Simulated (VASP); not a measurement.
Write the native input for VASP 6.6.1 that does the following.

```yaml
Task: single point
Functional: PBE
Potentials_or_basis: VASP PAW PBE potentials, release 64 (Mg, Ge_d, N)
Cutoff: 520 eV
k_mesh: 4 × 4 × 4
Occupations: gaussian, width 0.1 eV
Spin: no spin polarisation
Dipole_correction: no
Further_INCAR_settings: ALGO = Normal; EDIFF = 1e-07; NBANDS = 26
```

The structure of Mg2Ge2N lies in POSCAR:

```
Mg2Ge2N
1.0
    3.8227930700      0.0000000000      0.0000000000
    0.0000000000      3.8227930700      0.0000000000
    0.0000000000      0.0000000000      6.3373474700
Mg Ge N
2 2 1
Direct
    0.5000000000      0.0000000000      0.7384915000
    0.0000000000      0.5000000000      0.7384915000
    0.0000000000      0.0000000000      0.2634409000
    0.0000000000      0.0000000000      0.8451109200
    0.5000000000      0.5000000000      0.1936715300
```

The input as run:

INCAR

```
ALGO = Normal ; EDIFF = 1E-7
ENCUT = 520 ; GGA = PE
ISIF = 2 ; ISMEAR = 0
LASPH = True ; LCHARG = True
LELF = True ; LREAL = False
LVHAR = True ; LWAVE = False
NBANDS = 26 ; NELM = 100
PREC = Accurate ; SIGMA = 0.1
```

KPOINTS

```
k-points
0
Gamma
  4 4 4
```

Potentials or basis: VASP PAW PBE potentials, release 64 (Mg, Ge_d, N).

The run is started by

```console
$ cat potpaw_PBE.64/Mg/POTCAR potpaw_PBE.64/Ge_d/POTCAR potpaw_PBE.64/N/POTCAR > POTCAR
$ mpirun -np 1 vasp_std > vasp.out
```

Results of the run:

```yaml
Pressure: 30.9 GPa
Largest_force: 8.300 eV/Å
```

Caveat: the k points lie up to 0.41 Å⁻¹ apart; forces of over 1 eV/Å act on the atoms, so gaps and moduli don't describe the material at rest.

Wall time 52 s on 1 thread of Intel(R) Xeon(R) Platinum 8259CL CPU @ 2.50GHz (Skylake/Cascade Lake), on a shared host, peak memory 0.2 GiB.
